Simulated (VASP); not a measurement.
Ag, 1 atom in the cell. Symmetry: Fm-3m, No. 225, cubic system. The conventional cell has a = 4.009 Å, b = 4.009 Å, c = 4.009 Å, α = 90.00°, β = 90.00°, γ = 90.00°. Within 3.7 Å of Ag (site symmetry m-3m) lie 12 Ag at 2.83 Å. 

| Item | Value |
| --- | --- |
| Program | VASP 6.6.1 |
| Task | relaxation of cell and atoms |
| Functional | LDA |
| Potentials or basis | VASP PAW LDA potentials, release 64 (Ag) |
| Cutoff | 600 eV |
| k mesh | 26 × 26 × 26 |
| Occupations | gaussian, width 0.1 eV |
| Spin | no spin polarisation |
| Dipole correction | no |
| Further INCAR settings | ALGO = Normal; EDIFF = 1e-07; IBRION = 2; EDIFFG = -0.002; NSW = 100; ISIF = 3 |

Potentials or basis: VASP PAW LDA potentials, release 64 (Ag).

The run is started by

```sh
$ cat potpaw_LDA.64/Ag/POTCAR > POTCAR
$ mpirun -np 1 vasp_std > vasp.out
```

Hardware: 1 thread of Intel(R) Xeon(R) Platinum 8259CL CPU @ 2.50GHz (Skylake/Cascade Lake) (shared host).

Problem. How long does it take, and how much memory?

Solution. Run time: 2.4 min on 1 thread of Intel(R) Xeon(R) Platinum 8259CL CPU @ 2.50GHz (Skylake/Cascade Lake), on a shared host, peak memory 0.22 GiB. Counts: scf iterations 45, k points 511, ion steps 12.
